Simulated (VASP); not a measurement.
**HgTe: single point with PBE**

Crystal: HgTe.

```
Hg Te
1.0
     0.00000    2.92150    3.00915
     2.92150    0.00000    3.00915
     2.92150    2.92150    0.00000
Hg Te
1 1
Cartesian
  0.0000 0.0000 0.0000
  2.9215 2.9215 3.0091
```

This cell differs from its parent crystal: z stretched by +3 %, then relaxed in part.

```json
{
 "Program": "VASP 6.6.1",
 "Task": "single point",
 "Functional": "PBE",
 "Potentials or basis": "VASP PAW PBE potentials, release 64 (Hg, Te)",
 "Cutoff": "520 eV",
 "k mesh": "14 × 14 × 14",
 "Occupations": "fermi-dirac, width 0.05 eV",
 "Spin": "no spin polarisation",
 "Dipole correction": "no",
 "Further INCAR settings": "ALGO = Normal; EDIFF = 1e-07; NBANDS = 16"
}
```

```yaml
Pressure: 8.1 GPa
Band_gap_on_the_k_mesh: zero (bands 9 and 10 overlap by 3.10 eV)
```

Stress tensor (GPa, compression positive):
```
8.97 0.00 0.00
0.00 8.97 0.00
0.00 0.00 6.28
```

Levels at points of the mesh, in eV from the Fermi level:
| k point | band 7 | band 8 | band 9 | band 10 | band 11 | band 12 |
| --- | --- | --- | --- | --- | --- | --- |
| (0.00, 0.00, 0.00) | -0.94 | -0.94 | -0.72 | -0.51 | 7.49 | 7.62 |
| (0.50, 0.00, 0.00) | -5.95 | 0.26 | 0.49 | 2.48 | 3.70 | 3.92 |
| (0.50, 0.50, 0.00) | -4.95 | -2.74 | -2.62 | -2.62 | 4.80 | 9.79 |
| (0.50, 0.00, 0.50) | -4.98 | -2.97 | -2.89 | -2.57 | 4.64 | 9.24 |

Wall time 64 s on 1 thread of Intel(R) Xeon(R) Platinum 8559C (Emerald Rapids), with other jobs on the host, peak memory 0.34 GiB.

Caveat: the cell differs from its parent crystal (z stretched by +3 %, then relaxed in part); the cell stands under pressure; spin-orbit coupling is left out, which moves the levels of the heavy elements.
